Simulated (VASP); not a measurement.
# Ce (Fm-3m) in VASP: further runs

The runs below take Ce through single point, with r2SCAN.

All numbers are computed with VASP 6.6.1; they aren't measurements. Logs are shortened: lines on timing, memory, paths and dates and some standing lists are left out, and cuts for length are marked.

## Step 1: The cell of the first run

It takes space group Fm-3m (No. 225, cubic). Conventional cell: a = 4.678 Å, b = 4.678 Å, c = 4.678 Å, α = 90.00°, β = 90.00°, γ = 90.00°. Within 4.4 Å of Ce (site symmetry m-3m) lie 12 Ce at 3.31 Å.

## Step 2: Single point, r2SCAN

File POSCAR:

```
Ce
1.0
    0.0000000000      2.3390384114      2.3390384114
    2.3390384114      0.0000000000      2.3390384114
    2.3390384114      2.3390384114      0.0000000000
Ce
1
Direct
    0.0000000000      0.0000000000      0.0000000000
```

File INCAR.step1:

```
ALGO = Normal
EDIFF = 1E-4
ENCUT = 520
GGA = PE
ISMEAR = 1
LASPH = True
LCHARG = False
LREAL = False
LWAVE = True
NBANDS = 12
NELM = 100
PREC = Accurate
SIGMA = 1.0
```

File INCAR.step2:

```
ALGO = Normal
EDIFF = 1E-6
ENCUT = 520
ISIF = 2
ISMEAR = 1
ISTART = 1
LASPH = True
LCHARG = False
LMIXTAU = True
LREAL = False
LWAVE = False
METAGGA = R2SCAN
NBANDS = 12
NELM = 100
PREC = Accurate
SIGMA = 1.0
```

File KPOINTS:

```
k-points
0
Gamma
  12 12 12
```

Potentials or basis: VASP PAW PBE potentials, release 64 (Ce).

The run is started by

```bash
$ cat potpaw_PBE.64/Ce/POTCAR > POTCAR
$ cp INCAR.step1 INCAR
$ mpirun -np 1 vasp_std > vasp.out
$ cp INCAR.step2 INCAR
$ mpirun -np 1 vasp_std > vasp.out
```

OUTCAR:

```text
EDIFF = 1E-6
   ENCUT = 520
   ISIF = 2
   ISMEAR = 1
   ISTART = 1
   LASPH = True
   LREAL = False
   METAGGA = R2SCAN
   NELM = 100
   PREC = Accurate

 ion  position               nearest neighbor table
   1  0.000  0.000  0.000-

  LATTYP: Found a face centered cubic cell.
 ALAT       =     4.6780768228

  Lattice vectors:

 A1 = (   0.0000000000,   2.3390384114,   2.3390384114)
 A2 = (   2.3390384114,   0.0000000000,   2.3390384114)
 A3 = (   2.3390384114,   2.3390384114,   0.0000000000)

Analysis of symmetry for initial positions (statically):
=====================================================================
 Subroutine PRICEL returns:
 Original cell was already a primitive cell.

 Routine SETGRP: Setting up the symmetry group for a
 face centered cubic supercell.

 Subroutine GETGRP returns: Found 48 space group operations
 (whereof 48 operations were pure point group operations)
 out of a pool of 48 trial point group operations.

The static configuration has the point symmetry O_h .

Analysis of symmetry for dynamics (positions and initial velocities):
=====================================================================
 Subroutine PRICEL returns:
 Original cell was already a primitive cell.

 Routine SETGRP: Setting up the symmetry group for a
 face centered cubic supercell.

 Subroutine GETGRP returns: Found 48 space group operations
 (whereof 48 operations were pure point group operations)
 out of a pool of 48 trial point group operations.

The dynamic configuration has the point symmetry O_h .

 Subroutine INISYM returns: Found 48 space group operations
 (whereof 48 operations are pure point group operations),
 and found     1 'primitive' translations

----------------------------------------------------------------------------------------

                                     Primitive cell

  volume of cell :      25.5942

  direct lattice vectors                    reciprocal lattice vectors
     0.000000000  2.339038411  2.339038411    -0.213763056  0.213763056  0.213763056
     2.339038411  0.000000000  2.339038411     0.213763056 -0.213763056  0.213763056
     2.339038411  2.339038411  0.000000000     0.213763056  0.213763056 -0.213763056

  length of vectors
     3.307899844  3.307899844  3.307899844     0.370248475  0.370248475  0.370248475

  position of ions in fractional coordinates (direct lattice)
     0.000000000  0.000000000  0.000000000

  ion indices of the primitive-cell ions
   primitive index   ion index
                 1           1

[... 79 lines left out ...]
   POTIM  = 0.5000    time-step for ionic-motion
   TEBEG  =    0.0;   TEEND  =   0.0 temperature during run
   PSTRESS=    0.0 pullay stress
   NELECT =      12.0000    total number of electrons
   NUPDOWN=      -1.0000    fix difference up-down
   EMIN   =  10.00;   EMAX   =-10.00  energy-range for DOS
   EFERMI =   0.00;   METHOD = LEGACY
   ISMEAR =     1;   SIGMA  =   1.00  broadening in eV -4-tet -1-fermi 0-gaus
   EFERMI_NEDOS =   21; number of points for ismear=-14 and -15
   IALGO  =     38    algorithm
   IMIX   =      4    mixing-type and parameters
     AMIX     =   0.40;   BMIX     =  1.00
     AMIX_MAG =   1.60;   BMIX_MAG =  1.00
  volume/ion in A,a.u.               =      25.59       172.72
  Fermi-wavevector in a.u.,A,eV,Ry     =   1.271807  2.403367 22.007331  1.617493
  Thomas-Fermi vector in A             =   2.404720
   LORBIT       =      0    0 simple, 1 ext, 2 COOP (PROOUT), +10 PAW based schemes
   METAGGA = R2SCAN    functional components
   LHFCALC =     F    Hartree Fock is set to
   AEXX    =    0.0000 exact exchange contribution
   IVDW    =     0    specifies the selected vdW correction
   LEPSILON=     F    determine dielectric tensor
   LRPA    =     F    only Hartree local field effects (RPA)
 non-spin polarized calculation
 Methfessel and Paxton  Order N= 1 SIGMA  =   1.00
  energy-cutoff  :      520.00
  volume of cell :       25.59
 maximum number of plane-waves:       701
 NGX is ok and might be reduce to    28
   NGX = 13   NGY = 13   NGZ = 13

 number of electron      12.0000000 magnetization

 Free energy of the ion-electron system (eV)
  ---------------------------------------------------
  ext. energy  EPLUGINS =         0.00000000
  ---------------------------------------------------
  free energy    TOTEN  =       -30.60975134 eV

  energy without entropy =      -30.81172719  energy(sigma->0) =      -30.67707662

 E-fermi :   9.9393     XC(G=0): -12.3134

 val. band max:        9.9325457012   @ k =   0.3333   0.1667   0.0833
 cond. band min:       9.9401917633   @ k =  -0.4167   0.2500   0.0000
 fundamental gap:      0.0076460621
 Fermi energy:         9.9392973231

 k-point     1 :       0.0000    0.0000    0.0000
  band No.  band energies     occupation
      1     -26.2114      2.00000
      2      -6.7086      2.00000
      3      -6.7086      2.00000
      4      -6.7086      2.00000
      5       7.1298      2.00052
      6       9.6759      1.42907
      7      10.4463      0.25214
      8      10.4463      0.25214
      9      10.4463      0.25214
     10      11.3871     -0.05980
     11      11.3871     -0.05980
     12      11.3871     -0.05980
[... 331 lines left out ...]
 k-point    24 :      -0.4167    0.1667    0.0000
  band No.  band energies     occupation
      1     -25.5090      2.00000
      2      -9.6647      2.00000
      3      -7.7769      2.00000
      4      -7.2322      2.00000
      5       8.5816      2.06640
      6       9.3644      1.81685
      7      10.5739      0.13013
      8      10.6431      0.07760
      9      10.7783      0.00125
     10      10.8791     -0.03541
     11      11.1172     -0.07019
     12      11.1301     -0.07054

 [... further k-points ...]

------------------------ aborting loop because EDIFF is reached ----------------------------------------

  FORCE on cell =-STRESS in cart. coord.  units (eV):
  Direction    XX          YY          ZZ          XY          YZ          ZX
  --------------------------------------------------------------------------------------
  -------------------------------------------------------------------------------------
  Total       -0.0603043     -0.0603043     -0.0603043      0.0000000      0.0000000     -0.0000000
  in kB       -3.7749990     -3.7749990     -3.7749990      0.0000000      0.0000000     -0.0000000
  external PRESSURE =      -3.7749990 kB  Pullay stress =       0.0000000 kB

 VOLUME and BASIS-vectors are now :
 -----------------------------------------------------------------------------
  energy-cutoff  :      520.00
  volume of cell :       25.59
      direct lattice vectors                 reciprocal lattice vectors
     0.000000000  2.339038411  2.339038411    -0.213763056  0.213763056  0.213763056
     2.339038411  0.000000000  2.339038411     0.213763056 -0.213763056  0.213763056
     2.339038411  2.339038411  0.000000000     0.213763056  0.213763056 -0.213763056

 POSITION                                       TOTAL-FORCE (eV/Angst)
 -----------------------------------------------------------------------------------
      0.00000      0.00000      0.00000        -0.000000     -0.000000     -0.000000
 -----------------------------------------------------------------------------------
    total drift:                                0.000000     -0.000000     -0.000000

  FREE ENERGIE OF THE ION-ELECTRON SYSTEM (eV)
  ---------------------------------------------------
  free  energy   TOTEN  =       -30.6097513389 eV

  energy  without entropy=      -30.8117271855  energy(sigma->0) =      -30.67707662
```

OSZICAR.step1:

```text
N       E                     dE             d eps       ncg     rms          rms(c)
DAV:   1     0.955405468696E+02    0.95541E+02   -0.52064E+03  1728   0.131E+03
DAV:   2     0.150089866147E-01   -0.95526E+02   -0.89489E+02  2252   0.187E+02
DAV:   3    -0.610811273038E+01   -0.61231E+01   -0.58483E+01  1932   0.698E+01
DAV:   4    -0.638927472587E+01   -0.28116E+00   -0.25829E+00  3240   0.111E+01
DAV:   5    -0.639526692669E+01   -0.59922E-02   -0.59758E-02  2712   0.180E+00    0.110E+01
DAV:   6    -0.692277705403E+01   -0.52751E+00   -0.16196E+01  2696   0.251E+01    0.101E+01
DAV:   7    -0.587733641643E+01    0.10454E+01   -0.82893E+00  2864   0.226E+01    0.502E+00
DAV:   8    -0.574066211319E+01    0.13667E+00   -0.91675E-01  2720   0.666E+00    0.442E-01
DAV:   9    -0.574272091538E+01   -0.20588E-02   -0.24869E-02  2820   0.107E+00    0.230E-01
DAV:  10    -0.574349418308E+01   -0.77327E-03   -0.28033E-03  3104   0.336E-01    0.179E-01
DAV:  11    -0.574359383109E+01   -0.99648E-04   -0.91337E-04  3016   0.217E-01
   1 F= -.57435938E+01 E0= -.57794799E+01  d E =0.107658E+00
```

Wall time 74 s (1 thread of Intel Xeon 6975P-C (Granite Rapids), shared host); peak memory 0.19 GiB.

What came out:

```yaml
Free_energy: -30.6098 eV
Pressure: -0.4 GPa
Band_gap_on_the_k_mesh: zero (bands 6 and 7 overlap by 0.52 eV)
```

Caveat: so wide a smearing shifts energies and pressures; the PAW data sets were made with another functional, which shifts forces and pressure a little; spin-orbit coupling is left out, which moves the levels of the heavy elements; semilocal functionals describe open f shells poorly, which spoils levels, moments and volumes. Spin polarisation is off, so any magnetic state and its effect on volume and gap are missing.

## Step 3: Single point, r2SCAN

POSCAR is that of step 2.

File INCAR.step1:

```
PREC = Accurate ; ENCUT = 520
ISMEAR = -1 ; SIGMA = 0.1
LREAL = False ; LASPH = True
NELM = 80 ; NBANDS = 12
GGA = PE ; ALGO = Normal
EDIFF = 1E-4 ; LWAVE = True
LCHARG = False
```

File INCAR.step2:

```
PREC = Accurate ; ENCUT = 520
EDIFF = 1E-6 ; ISMEAR = -1
SIGMA = 0.1 ; LREAL = False
LASPH = True ; NELM = 80
ALGO = Normal ; ISIF = 2
LWAVE = False ; LCHARG = True
METAGGA = R2SCAN ; LMIXTAU = True
LELF = True ; LVHAR = True
NBANDS = 12 ; ISTART = 1
```

File KPOINTS:

```
Automatic mesh
0
Gamma
  15 15 15
```

Potentials or basis: VASP PAW PBE potentials, release 64 (Ce).

The run is started by

```bash
$ cat potpaw_PBE.64/Ce/POTCAR > POTCAR
$ cp INCAR.step1 INCAR
$ mpirun -np 1 vasp_std > vasp.out
$ cp INCAR.step2 INCAR
$ mpirun -np 1 vasp_std > vasp.out
```

Wall time 1.7 min (1 thread of Intel Xeon 6975P-C (Granite Rapids), shared host); peak memory 0.2 GiB.

It converged, with:

```yaml
Free_energy: -30.8621 eV
Pressure: -0.4 GPa
Band_gap_on_the_k_mesh: zero (bands 6 and 7 overlap by 0.51 eV)
```

Levels at points of the mesh, in eV from the Fermi level:
| k point | band 2 | band 3 | band 4 | band 5 | band 6 | band 7 | band 8 | band 9 | band 10 | band 11 |
| --- | --- | --- | --- | --- | --- | --- | --- | --- | --- | --- |
| (0.00, 0.00, 0.00) | -16.69 | -16.69 | -16.69 | -2.83 | -0.34 | 0.44 | 0.44 | 0.44 | 1.42 | 1.42 |

Caveat: the PAW data sets were made with another functional, which shifts forces and pressure a little; spin-orbit coupling is left out, which moves the levels of the heavy elements; semilocal functionals describe open f shells poorly, which spoils levels, moments and volumes.

## Step 4: Single point, r2SCAN

POSCAR is that of step 3.

File INCAR.step1:

```
SYSTEM = Ce
  PREC = Accurate
  ENCUT = 520
  ISMEAR = -1
  SIGMA = 0.1
  LREAL = .False.
  LASPH = .True.
  NELM = 80
  NBANDS = 12
  GGA = PE
  ALGO = Normal
  EDIFF = 1E-4
  LWAVE = .True.
  LCHARG = .False.
```

File INCAR.step2:

```
SYSTEM = Ce
  PREC = Accurate
  ENCUT = 520
  EDIFF = 1E-7
  ISMEAR = -1
  SIGMA = 0.1
  LREAL = .False.
  LASPH = .True.
  NELM = 80
  ALGO = Normal
  ISIF = 2
  LWAVE = .False.
  LCHARG = .False.
  METAGGA = R2SCAN
  LMIXTAU = .True.
  NBANDS = 12
  ISTART = 1
```

File KPOINTS:

```
regular mesh
0
Gamma
  17 17 17
  0 0 0
```

The run is started by

```bash
$ cat potpaw_PBE.64/Ce/POTCAR > POTCAR
$ cp INCAR.step1 INCAR
$ mpirun -np 1 vasp_std > vasp.out
$ cp INCAR.step2 INCAR
$ mpirun -np 1 vasp_std > vasp.out
```

Run time: 2.6 min. Hardware: 1 thread of Intel Xeon 6975P-C (Granite Rapids), shared host; peak memory 0.22 GiB.

The run converged. Its results:

| Property | Result |
| --- | --- |
| Free energy | -30.8611 eV |
| Pressure | -0.3 GPa |
| Band gap on the k mesh | zero (bands 6 and 7 overlap by 0.47 eV) |

Levels at points of the mesh, in eV from the Fermi level:
```tsv
k point	band 4	band 5	band 6	band 7	band 8	band 9
(0.00, 0.00, 0.00)	-16.69	-2.84	-0.35	0.44	0.44	0.44
```

Caveat: the PAW data sets were made with another functional, which shifts forces and pressure a little; spin-orbit coupling is left out, which moves the levels of the heavy elements; semilocal functionals describe open f shells poorly, which spoils levels, moments and volumes. Spin polarisation is off, so any magnetic state and its effect on volume and gap are missing.

## Step 5: Summary

```tsv
k mesh	smearing	gap on the mesh (eV)	pressure (GPa)
12 × 12 × 12	methfessel-paxton 1 eV	none	-0.4
15 × 15 × 15	fermi-dirac 0.1 eV	none	-0.4
17 × 17 × 17	fermi-dirac 0.1 eV	none	-0.3
```

Alike in all rows: task single point; level r2SCAN; potentials or basis VASP PAW PBE potentials, release 64 (Ce); no spin polarisation; cell as given; cutoff (eV) 520.

Caveats: the PAW data sets were made with another functional, which shifts forces and pressure a little; spin-orbit coupling is left out, which moves the levels of the heavy elements; semilocal functionals describe open f shells poorly, which spoils levels, moments and volumes; so wide a smearing shifts energies and pressures (at least some runs).

Absolute energies hang on the potentials; compare differences alone.
